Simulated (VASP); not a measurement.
Write the native input for VASP 6.6.1 that does the following.

```yaml
Task: single point
Functional: r2SCAN
Potentials_or_basis: VASP PAW PBE potentials, release 64 (As, S)
Cutoff: 520 eV
k_mesh: 4 × 4 × 4
Occupations: gaussian, width 0.1 eV
Spin: no spin polarisation
Dipole_correction: no
Further_INCAR_settings: ALGO = Normal; EDIFF = 1e-07; NBANDS = 18
```

As3S:

```
CELL_PARAMETERS angstrom
4.19172 0.00000 0.00000
0.00000 4.19172 0.00000
0.00000 0.00000 4.19172
ATOMIC_POSITIONS crystal
As 0.00000 0.50000 0.50000
As 0.50000 0.00000 0.50000
As 0.50000 0.50000 0.00000
S 0.00000 0.00000 0.00000
```

The input as run:

POSCAR

```
As3S
1.0
    4.1917199809      0.0000000000      0.0000000000
    0.0000000000      4.1917199809      0.0000000000
    0.0000000000      0.0000000000      4.1917199809
As S
3 1
Direct
    0.0000000000      0.5000000000      0.5000000000
    0.5000000000      0.0000000000      0.5000000000
    0.5000000000      0.5000000000      0.0000000000
    0.0000000000      0.0000000000      0.0000000000
```

INCAR.step1

```
SYSTEM = As3S
  ALGO = Normal
  EDIFF = 1E-4
  ENCUT = 520
  GGA = PE
  ISMEAR = 0
  LASPH = .True.
  LCHARG = .False.
  LREAL = .False.
  LWAVE = .True.
  NBANDS = 18
  NELM = 80
  PREC = Accurate
  SIGMA = 0.1
```

INCAR.step2

```
SYSTEM = As3S
  ALGO = Normal
  EDIFF = 1E-7
  ENCUT = 520
  ISIF = 2
  ISMEAR = 0
  ISTART = 1
  LASPH = .True.
  LCHARG = .False.
  LMIXTAU = .True.
  LREAL = .False.
  LWAVE = .False.
  METAGGA = R2SCAN
  NBANDS = 18
  NELM = 80
  PREC = Accurate
  SIGMA = 0.1
```

KPOINTS

```
k-points
0
Gamma
  4 4 4
  0 0 0
```

Potentials or basis: VASP PAW PBE potentials, release 64 (As, S).

Command:

```bash
$ cat potpaw_PBE.64/As/POTCAR potpaw_PBE.64/S/POTCAR > POTCAR
$ cp INCAR.step1 INCAR
$ mpirun -np 1 vasp_std > vasp.out
$ cp INCAR.step2 INCAR
$ mpirun -np 1 vasp_std > vasp.out
```

Results of the run:

```json
{
 "Pressure": "-0.2 GPa",
 "Band gap on the k mesh": "zero (an odd number of electrons rules out a gap without spin polarisation)"
}
```

Caveat: the k points lie up to 0.37 Å⁻¹ apart, too coarse for converged energies and pressures of a metal; the PAW data sets were made with another functional, which shifts forces and pressure a little; an odd number of electrons without spin polarisation forces a metal; a magnetic or distorted state may lie lower.

It took 35 s on 1 thread of Intel(R) Xeon(R) Platinum 8488C (Sapphire Rapids), on a shared host, peak memory 0.18 GiB.
